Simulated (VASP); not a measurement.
Input of a VASP 6.6.1 run:

The input INCAR:

```
ALGO = Normal
EDIFF = 1E-6
ENCUT = 520
GGA = PS
ISIF = 2
ISMEAR = 0
ISPIN = 2
LASPH = T
LCHARG = T
LELF = T
LMAXMIX = 4
LORBIT = 11
LREAL = F
LVHAR = T
LWAVE = F
MAGMOM = 0.2
NBANDS = 15
NELM = 150
NUPDOWN = 0.2
PREC = Accurate
SIGMA = 0.15
```

KPOINTS

```
k-points
0
Gamma
  22 22 22
```

POSCAR

```
Pt
1.0
    0.0000000000      1.9879272712      1.9879272712
    1.9879272712      0.0000000000      1.9879272712
    1.9879272712      1.9879272712      0.0000000000
Pt
1
Direct
    0.0000000000      0.0000000000      0.0000000000
```

Potentials or basis: VASP PAW PBE potentials, release 64 (Pt).

Run with:

```sh
$ cat potpaw_PBE.64/Pt/POTCAR > POTCAR
$ mpirun -np 1 vasp_std > vasp.out
```

Task: Predict the pressure.

Result: -11.4 GPa.

Caveat: the PAW data sets were made with another functional, which shifts forces and pressure a little; the total moment is fixed, so each spin has its own Fermi level.
